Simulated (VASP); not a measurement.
# TiB6 (Im-3m) in VASP: further runs

The runs below take TiB6 through single point, relaxation of cell and atoms, with PBE.

Everything below comes from runs of VASP 6.6.1. Logs are shortened: lines on timing, memory, paths and dates and some standing lists are left out, and cuts for length are marked.

### Step 1. The cell of the first run

The structure is cubic, space group Im-3m (No. 229). The conventional cell has a = 5.446 Å, b = 5.446 Å, c = 5.446 Å, α = 90.00°, β = 90.00°, γ = 90.00°. Within 2.1 Å of Ti (site symmetry m-3m) lie 6 B at 1.58 Å. B (site symmetry 4mm) has 1 Ti at 1.58 Å within 2.1 Å.

### Step 2. Single point, PBE

File INCAR:

```
PREC = Accurate
ENCUT = 520
EDIFF = 1E-6
ISMEAR = 0
SIGMA = 0.1
LREAL = False
LASPH = True
NELM = 100
ALGO = Normal
ISIF = 2
LWAVE = False
LCHARG = False
GGA = PE
NBANDS = 24
```

File KPOINTS:

```
regular mesh
0
Gamma
  4 4 4
```

File POSCAR:

```
TiB6
1.0
   -2.7231130800      2.7231130800      2.7231130800
    2.7231130800     -2.7231130800      2.7231130800
    2.7231130800      2.7231130800     -2.7231130800
Ti B
1 6
Direct
    0.0000000000      0.0000000000      0.0000000000
    0.7106712500      0.7106712500      0.0000000000
    0.2893287500      0.2893287500      0.0000000000
    0.0000000000      0.2893287500      0.2893287500
    0.0000000000      0.7106712500      0.7106712500
    0.7106712500      0.0000000000      0.7106712500
    0.2893287500      0.0000000000      0.2893287500
```

Potentials or basis: VASP PAW PBE potentials, release 64 (Ti_sv, B).

Command:

```sh
cat potpaw_PBE.64/Ti_sv/POTCAR potpaw_PBE.64/B/POTCAR > POTCAR
mpirun -np 1 vasp_std > vasp.out
```

OUTCAR:

```text
PREC = Accurate
   ENCUT = 520
   EDIFF = 1E-6
   ISMEAR = 0
   LREAL = False
   LASPH = True
   NELM = 100
   ISIF = 2
   GGA = PE

 ion  position               nearest neighbor table
   1  0.000  0.000  0.000-   2 1.58   3 1.58   4 1.58   5 1.58   6 1.58   7 1.58
   2  0.711  0.711  0.000-   1 1.58
   3  0.289  0.289  0.000-   1 1.58
   4  0.000  0.289  0.289-   1 1.58
   5  0.000  0.711  0.711-   1 1.58
   6  0.711  0.000  0.711-   1 1.58
   7  0.289  0.000  0.289-   1 1.58

  LATTYP: Found a body centered cubic cell.
 ALAT       =     5.4462261600

  Lattice vectors:

 A1 = (  -2.7231130800,   2.7231130800,   2.7231130800)
 A2 = (   2.7231130800,  -2.7231130800,   2.7231130800)
 A3 = (   2.7231130800,   2.7231130800,  -2.7231130800)

Analysis of symmetry for initial positions (statically):
=====================================================================
 Subroutine PRICEL returns:
 Original cell was already a primitive cell.

 Routine SETGRP: Setting up the symmetry group for a
 body centered cubic supercell.

 Subroutine GETGRP returns: Found 48 space group operations
 (whereof 48 operations were pure point group operations)
 out of a pool of 48 trial point group operations.

The static configuration has the point symmetry O_h .

Analysis of symmetry for dynamics (positions and initial velocities):
=====================================================================
 Subroutine PRICEL returns:
 Original cell was already a primitive cell.

 Routine SETGRP: Setting up the symmetry group for a
 body centered cubic supercell.

 Subroutine GETGRP returns: Found 48 space group operations
 (whereof 48 operations were pure point group operations)
 out of a pool of 48 trial point group operations.

The dynamic configuration has the point symmetry O_h .

 Subroutine INISYM returns: Found 48 space group operations
 (whereof 48 operations are pure point group operations),
 and found     1 'primitive' translations

----------------------------------------------------------------------------------------

                                     Primitive cell

  volume of cell :      80.7713

  direct lattice vectors                    reciprocal lattice vectors
    -2.723113080  2.723113080  2.723113080     0.000000000  0.183613381  0.183613381
     2.723113080 -2.723113080  2.723113080     0.183613381  0.000000000  0.183613381
     2.723113080  2.723113080 -2.723113080     0.183613381  0.183613381  0.000000000

  length of vectors
     4.716570209  4.716570209  4.716570209     0.259668534  0.259668534  0.259668534

  position of ions in fractional coordinates (direct lattice)
     0.000000000  0.000000000  0.000000000
     0.710671250  0.710671250  0.000000000
     0.289328750  0.289328750  0.000000000
     0.000000000  0.289328750  0.289328750
     0.000000000  0.710671250  0.710671250
     0.710671250  0.000000000  0.710671250
     0.289328750  0.000000000  0.289328750

  ion indices of the primitive-cell ions
   primitive index   ion index
                 1           1
                 2           2
                 3           3
                 4           4
                 5           5
                 6           6
                 7           7

----------------------------------------------------------------------------------------

 KPOINTS: regular mesh

Automatic generation of k-mesh.
 Grid dimensions read from file:
 generate k-points for:    4    4    4

 Generating k-lattice:

  Cartesian coordinates                     Fractional coordinates (reciprocal lattice)
     0.000000000  0.045903345  0.045903345     0.250000000  0.000000000  0.000000000
     0.045903345  0.000000000  0.045903345     0.000000000  0.250000000  0.000000000
     0.045903345  0.045903345  0.000000000     0.000000000  0.000000000  0.250000000

  Length of vectors
     0.064917133  0.064917133  0.064917133

  Shift w.r.t. Gamma in fractional coordinates (k-lattice)
     0.000000000  0.000000000  0.000000000

 Subroutine IBZKPT returns following result:
 ===========================================

 Found      8 irreducible k-points:

 Following reciprocal coordinates:
            Coordinates               Weight
  0.000000  0.000000  0.000000      1.000000
  0.250000  0.000000  0.000000     12.000000
  0.500000  0.000000  0.000000      6.000000
  0.250000  0.250000  0.000000     24.000000
  0.250000  0.250000  0.250000      2.000000
 -0.250000  0.250000  0.250000      6.000000
  0.500000  0.500000  0.250000     12.000000
  0.500000  0.500000  0.500000      1.000000
   k-points           NKPTS =      8   k-points in BZ     NKDIM =      8   number of bands    NBANDS=     24
   number of dos      NEDOS =    301   number of ions     NIONS =      7
   total plane-waves  NPLWV =  46656
   dimension x,y,z NGX =    36 NGY =   36 NGZ =   36
   dimension x,y,z NGXF=    72 NGYF=   72 NGZF=   72
   ions per type =               1   6
   NGX,Y,Z   is equivalent  to a cutoff of  12.69, 12.69, 12.69 a.u.
   NGXF,Y,Z  is equivalent  to a cutoff of  25.38, 25.38, 25.38 a.u.
 SYSTEM =  unknown system
   PREC   = accura    normal or accurate (medium, high low for compatibility)
   ISTART =      0    job   : 0-new  1-cont  2-samecut
   ICHARG =      2    charge: 1-file 2-atom 10-const
   ISPIN  =      1    spin polarized calculation?
   LNONCOLLINEAR =      F non collinear calculations
   LSORBIT =      F    spin-orbit coupling
   LASPH  =      T    aspherical Exc in radial PAW
   ENCUT  =  520.0 eV  38.22 Ry    6.18 a.u.   8.77  8.77  8.77*2*pi/ulx,y,z
   NELM   =    100;   NELMIN=  2; NELMDL= -5     # of ELM steps
   EDIFF  = 0.1E-05   stopping-criterion for ELM
   LREAL  =      F    real-space projection
   EDIFFG = 0.1E-04   stopping-criterion for IOM
   NSW    =      0    number of steps for IOM
   IBRION =     -1    ionic relax: 0-MD 1-quasi-New 2-CG
   NFREE  =      0    steps in history (QN), initial steepest desc. (CG)
   ISIF   =      2    stress and relaxation
   ISYM   =      2    0-nonsym 1-usesym 2-fastsym
   POTIM  = 0.5000    time-step for ionic-motion
   TEBEG  =    0.0;   TEEND  =   0.0 temperature during run
   PSTRESS=    0.0 pullay stress
   NELECT =      30.0000    total number of electrons
   NUPDOWN=      -1.0000    fix difference up-down
   EMIN   =  10.00;   EMAX   =-10.00  energy-range for DOS
   EFERMI =   0.00;   METHOD = LEGACY
   ISMEAR =     0;   SIGMA  =   0.10  broadening in eV -4-tet -1-fermi 0-gaus
   EFERMI_NEDOS =   21; number of points for ismear=-14 and -15
   IALGO  =     38    algorithm
   IMIX   =      4    mixing-type and parameters
     AMIX     =   0.40;   BMIX     =  1.00
     AMIX_MAG =   1.60;   BMIX_MAG =  1.00
  volume/ion in A,a.u.               =      11.54        77.87
  Fermi-wavevector in a.u.,A,eV,Ry     =   1.176783  2.223797 18.841583  1.384817
  Thomas-Fermi vector in A             =   2.313141
   LORBIT       =      0    0 simple, 1 ext, 2 COOP (PROOUT), +10 PAW based schemes
   GGA     = PE    functional components
   LHFCALC =     F    Hartree Fock is set to
   AEXX    =    0.0000 exact exchange contribution
   IVDW    =     0    specifies the selected vdW correction
   LEPSILON=     F    determine dielectric tensor
   LRPA    =     F    only Hartree local field effects (RPA)
 non-spin polarized calculation
 Gauss-broadening in eV      SIGMA  =   0.10
  energy-cutoff  :      520.00
  volume of cell :       80.77
 maximum number of plane-waves:      2214
   NGX = 17   NGY = 17   NGZ = 17

 number of electron      30.0000000 magnetization

 Free energy of the ion-electron system (eV)
  ---------------------------------------------------
  ext. energy  EPLUGINS =         0.00000000
  ---------------------------------------------------
  free energy    TOTEN  =       -19.23678548 eV

  energy without entropy =      -19.22415877  energy(sigma->0) =      -19.23047212

 E-fermi :   3.1848     XC(G=0): -10.1396

 val. band max:        3.1047931166   @ k =   0.2500   0.2500   0.0000
 cond. band min:       3.2919782543   @ k =   0.0000   0.0000   0.0000
 fundamental gap:      0.1871851377
 Fermi energy:         3.1847843908

 k-point     1 :       0.0000    0.0000    0.0000
  band No.  band energies     occupation
      1     -50.4227      2.00000
      2     -27.6843      2.00000
      3     -27.6843      2.00000
      4     -27.6843      2.00000
      5      -6.5312      2.00000
      6      -0.9313      2.00000
[... 16 lines left out ...]
     23      10.9288      0.00000
     24      10.9288      0.00000

 k-point     2 :       0.2500    0.0000    0.0000
  band No.  band energies     occupation
      1     -50.4226      2.00000
      2     -27.6869      2.00000
      3     -27.6854      2.00000
      4     -27.6841      2.00000
      5      -5.9717      2.00000
      6      -1.9825      2.00000
[... 16 lines left out ...]
     23      10.0209      0.00000
     24      10.4634      0.00000

 k-point     3 :       0.5000    0.0000    0.0000
  band No.  band energies     occupation
      1     -50.4226      2.00000
      2     -27.6895      2.00000
      3     -27.6865      2.00000
      4     -27.6839      2.00000
      5      -4.7378      2.00000
      6      -3.8387      2.00000
[... 16 lines left out ...]
     23       8.4441      0.00000
     24       8.7161      0.00000

 k-point     4 :       0.2500    0.2500    0.0000
  band No.  band energies     occupation
      1     -50.4225      2.00000
      2     -27.6887      2.00000
      3     -27.6866      2.00000
      4     -27.6847      2.00000
      5      -4.9323      2.00000
      6      -2.8626      2.00000
[... 16 lines left out ...]
     23       8.7051      0.00000
     24       9.5009      0.00000

 k-point     5 :       0.2500    0.2500    0.2500
  band No.  band energies     occupation
      1     -50.4225      2.00000
      2     -27.6867      2.00000
      3     -27.6867      2.00000
      4     -27.6867      2.00000
      5      -3.9339      2.00000
      6      -3.1331      2.00000
[... 16 lines left out ...]
     23       9.2292      0.00000
     24       9.2292      0.00000

 k-point     6 :      -0.2500    0.2500    0.2500
  band No.  band energies     occupation
      1     -50.4226      2.00000
      2     -27.6868      2.00000
      3     -27.6866      2.00000
      4     -27.6866      2.00000
      5      -5.4243      2.00000
      6      -2.0013      2.00000
[... 16 lines left out ...]
     23       9.7886      0.00000
     24       9.7886      0.00000

 k-point     7 :       0.5000    0.5000    0.2500
  band No.  band energies     occupation
      1     -50.4225      2.00000
      2     -27.6893      2.00000
      3     -27.6878      2.00000
      4     -27.6865      2.00000
      5      -4.2219      2.00000
      6      -3.4415      2.00000
[... 16 lines left out ...]
     23       9.2096      0.00000
     24       9.6658      0.00000

 k-point     8 :       0.5000    0.5000    0.5000
  band No.  band energies     occupation
      1     -50.4225      2.00000
      2     -27.6891      2.00000
      3     -27.6891      2.00000
      4     -27.6891      2.00000
      5      -3.4777      2.00000
      6      -2.7736      2.00000
[... 16 lines left out ...]
     23      10.8485      0.00000
     24      10.8485      0.00000

------------------------ aborting loop because EDIFF is reached ----------------------------------------

  FORCE on cell =-STRESS in cart. coord.  units (eV):
  Direction    XX          YY          ZZ          XY          YZ          ZX
  --------------------------------------------------------------------------------------
  -------------------------------------------------------------------------------------
  Total       24.6104773     24.6104773     24.6104773      0.0000000     -0.0000000      0.0000000
  in kB      488.1728246    488.1728246    488.1728246      0.0000000     -0.0000000      0.0000000
  external PRESSURE =     488.1728246 kB  Pullay stress =       0.0000000 kB

 VOLUME and BASIS-vectors are now :
 -----------------------------------------------------------------------------
  energy-cutoff  :      520.00
  volume of cell :       80.77
      direct lattice vectors                 reciprocal lattice vectors
    -2.723113080  2.723113080  2.723113080     0.000000000  0.183613381  0.183613381
     2.723113080 -2.723113080  2.723113080     0.183613381  0.000000000  0.183613381
     2.723113080  2.723113080 -2.723113080     0.183613381  0.183613381  0.000000000

 POSITION                                       TOTAL-FORCE (eV/Angst)
 -----------------------------------------------------------------------------------
      0.00000      0.00000      0.00000         0.000000     -0.000000      0.000000
      0.00000      0.00000      3.87048        -0.000000     -0.000000    -10.393506
      0.00000      0.00000      1.57575        -0.000000     -0.000000     10.393506
      1.57575      0.00000      0.00000        10.393506     -0.000000      0.000000
      3.87048      0.00000      0.00000       -10.393506     -0.000000      0.000000
      0.00000      3.87048      0.00000         0.000000    -10.393506      0.000000
      0.00000      1.57575      0.00000         0.000000     10.393506      0.000000
 -----------------------------------------------------------------------------------
    total drift:                               -0.000000      0.000000     -0.000000

  FREE ENERGIE OF THE ION-ELECTRON SYSTEM (eV)
  ---------------------------------------------------
  free  energy   TOTEN  =       -19.2367854782 eV

  energy  without entropy=      -19.2241587653  energy(sigma->0) =      -19.23047212
```

It took 27 s on 1 thread of Intel Xeon Platinum 8259CL at 2.50GHz (Skylake/Cascade Lake), shared host; peak memory 0.2 GiB.

What came out:

```yaml
Free_energy: -19.2368 eV
Pressure: 48.8 GPa
Largest_force: 10.394 eV/Å
Band_gap_on_the_k_mesh: zero (band 15 reaches 4.15 eV, above the bottom of band 16 at 1.89 eV)
```

Forces on the atoms (eV/Å):
```
Ti    0.000   0.000   0.000
B     0.000   0.000 -10.394
B     0.000   0.000  10.394
B    10.394   0.000   0.000
B   -10.394   0.000   0.000
B     0.000 -10.394   0.000
B     0.000  10.394   0.000
```

Caveat: the k points lie up to 0.41 Å⁻¹ apart; forces of over 1 eV/Å act on the atoms, so gaps and moduli don't describe the material at rest.

(Continued in part 2 of 3.)
